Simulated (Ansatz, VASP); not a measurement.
**Ge in VASP and in Ansatz**

```
Ge
1.0
     0.00000    2.81071    2.81071
     2.81071    0.00000    2.81071
     2.81071    2.81071    0.00000
Ge
2
Cartesian
  2.8107 2.8107 2.8107
  4.2161 4.2161 4.2161
```

Alike in both runs: functional LDA; k mesh 14 × 14 × 14; occupations gaussian, width 0.1 eV; no spin polarisation.

Ansatz relaxed the structure, and its values are those at the end. VASP's run is a single point on that final structure, the one shown.

```csv
,VASP,Ansatz
version,VASP 6.6.1,Ansatz 0.2.0
potentials or method,"VASP PAW LDA potentials, release 64 (Ge_d), cutoff 520 eV","scalar-relativistic, plane waves, PAW"
valence electrons in the cell,28,28
```

Ansatz gave:

- pressure (GPa): 0.0

Problem. Which values does VASP return?

Solution. Pressure (GPa): 0.3.

Ansatz warns that its potentials were made for another functional, while VASP's fit it. LDA's correlation is that of Perdew and Zunger in VASP and of Perdew and Wang (1992) in Ansatz.
